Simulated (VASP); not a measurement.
Te2Mo:

```
CELL_PARAMETERS angstrom
6.20078 0.00000 0.00000
0.00000 3.39818 0.00000
-0.92747 0.00000 13.54535
ATOMIC_POSITIONS crystal
Te 0.94370 0.75000 0.60450
Te 0.05630 0.25000 0.39550
Te 0.90300 0.25000 0.85140
Te 0.09700 0.75000 0.14860
Te 0.41120 0.75000 0.89550
Te 0.58880 0.25000 0.10450
Te 0.44320 0.25000 0.64840
Te 0.55680 0.75000 0.35160
Mo 0.81670 0.75000 0.99260
Mo 0.18330 0.25000 0.00740
Mo 0.68190 0.25000 0.49340
Mo 0.31810 0.75000 0.50660
```

Base run:

| Property | Result |
| --- | --- |
| Program | VASP 6.6.1 |
| Functional | PBE exchange alone |
| Potentials or basis | VASP PAW PBE potentials, release 64 (Te, Mo_sv) |
| Cutoff | 520 eV |
| k mesh | 4 × 8 × 2 |
| Occupations | fermi-dirac, width 0.05 eV |
| Spin | no spin polarisation |

Its results: band gap on the k mesh zero (band 52 reaches 10.82 eV, above the bottom of band 53 at 10.56 eV); pressure 25.4 GPa; largest force 2.270 eV/Å.

Problem. The run is repeated on the same cell with these changes: functional from PBE exchange alone to PBE. What comes out?

Solution. Band gap on the k mesh zero (band 52 reaches 9.26 eV, above the bottom of band 53 at 8.96 eV); pressure 9.9 GPa; largest force 1.193 eV/Å.

Caveats: spin-orbit coupling is left out, which moves the levels of the heavy elements; forces of over 1 eV/Å act on the atoms, so gaps and moduli don't describe the material at rest.
